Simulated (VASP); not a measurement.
Write the native input for VASP 6.6.1 that does the following.

```yaml
Task: electric field gradients
Functional: r2SCAN
Potentials_or_basis: VASP PAW PBE potentials, release 64 (Li_sv, H, I, O)
Cutoff: 720 eV
k_mesh: 5 × 4 × 4
Occupations: fermi-dirac, width 0.02 eV
Spin: no spin polarisation
Dipole_correction: no
Further_INCAR_settings: ALGO = Normal; EDIFF = 1e-07; NBANDS = 40
```

Crystal: LiH4IO2.

```
Li H I O
1.0
     5.45400    0.00000    0.00000
     2.67118    6.29903    0.00000
     1.12398    3.08930    6.14604
Li H I O
2 8 2 4
Direct
  0.29613 0.40739 0.48405
  0.70387 0.59261 0.51595
  0.94261 0.74481 0.15545
  0.05739 0.25519 0.84455
  0.02024 0.84972 0.28272
  0.97976 0.15028 0.71728
  0.58981 0.60367 0.15791
  0.41019 0.39633 0.84209
  0.77281 0.34697 0.30093
  0.22719 0.65303 0.69907
  0.24861 0.13202 0.21996
  0.75139 0.86798 0.78004
  0.98696 0.70906 0.30323
  0.01304 0.29094 0.69677
  0.61336 0.47714 0.30879
  0.38664 0.52286 0.69121
```

The input as run:

POSCAR

```
LiH4IO2
1.0
    5.4540000000      0.0000000000      0.0000000000
    2.6711800000      6.2990300000      0.0000000000
    1.1239800000      3.0893000000      6.1460400000
Li H I O
2 8 2 4
Direct
    0.2961326937      0.4073894608      0.4840455943
    0.7038673063      0.5926105392      0.5159544057
    0.9426088366      0.7448111822      0.1554532348
    0.0573911634      0.2551888178      0.8445467652
    0.0202446840      0.8497195366      0.2827221049
    0.9797553160      0.1502804634      0.7172778951
    0.5898078884      0.6036713453      0.1579102240
    0.4101921116      0.3963286547      0.8420897760
    0.7728118757      0.3469714844      0.3009348406
    0.2271881243      0.6530285156      0.6990651594
    0.2486146495      0.1320219794      0.2199591400
    0.7513853505      0.8679780206      0.7800408600
    0.9869578588      0.7090590492      0.3032315459
    0.0130421412      0.2909409508      0.6967684541
    0.6133643089      0.4771384797      0.3087924716
    0.3866356911      0.5228615203      0.6912075284
```

INCAR.step1

```
PREC     = Accurate       # precision mode
ENCUT    = 720            # plane-wave cutoff, eV
ISMEAR   = -1             # smearing method
SIGMA    = 0.02           # smearing width, eV
LREAL    = F              # projectors in reciprocal space
LASPH    = T              # aspherical terms in the spheres
NELM     = 120            # most SCF steps
NBANDS   = 40             # bands
GGA      = PE             # functional
ALGO     = Normal         # electronic algorithm
EDIFF    = 1E-5           # SCF threshold, eV
LWAVE    = T              # write WAVECAR
LCHARG   = F              # write CHGCAR
GGA_COMPAT= F
```

INCAR.step2

```
PREC     = Accurate       # precision mode
ENCUT    = 720            # plane-wave cutoff, eV
EDIFF    = 1E-7           # SCF threshold, eV
ISMEAR   = -1             # smearing method
SIGMA    = 0.02           # smearing width, eV
LREAL    = F              # projectors in reciprocal space
LASPH    = T              # aspherical terms in the spheres
NELM     = 120            # most SCF steps
ALGO     = Normal         # electronic algorithm
ISIF     = 2              # what is computed and relaxed
LWAVE    = F              # write WAVECAR
LCHARG   = F              # write CHGCAR
METAGGA  = R2SCAN         # meta-GGA
LMIXTAU  = T            
LEFG     = T            
NBANDS   = 40             # bands
ISTART   = 1            
GGA_COMPAT= F
```

KPOINTS

```
regular mesh
0
Gamma
  5 4 4
```

Potentials or basis: VASP PAW PBE potentials, release 64 (Li_sv, H, I, O).

The run is started by

```console
$ cat potpaw_PBE.64/Li_sv/POTCAR potpaw_PBE.64/H/POTCAR potpaw_PBE.64/I/POTCAR potpaw_PBE.64/O/POTCAR > POTCAR
$ cp INCAR.step1 INCAR
$ mpirun -np 1 vasp_std > vasp.out
$ cp INCAR.step2 INCAR
$ mpirun -np 1 vasp_std > vasp.out
```

It gave:

```
Pressure                                : -1.2 GPa
Largest force                           : 0.374 eV/Å
Band gap on the k mesh                  : 4.42 eV
Largest electric field gradient by atom : Li -0.8; H +34.9, +34.5, +36.0 (each value once); I -48.6; O -140.3, -140.9 (each value once) V/Å²
```

Caveat: without QUAD_EFG the Cq values of the log hold for a quadrupole moment of 1 mb, not for the nuclei; the PAW data sets were made with another functional, which shifts forces and pressure a little; spin-orbit coupling is left out, which moves the levels of the heavy elements.

It took 27 min on 1 thread of Intel(R) Xeon(R) 6975P-C (Granite Rapids) (shared host), peak memory 0.8 GiB.
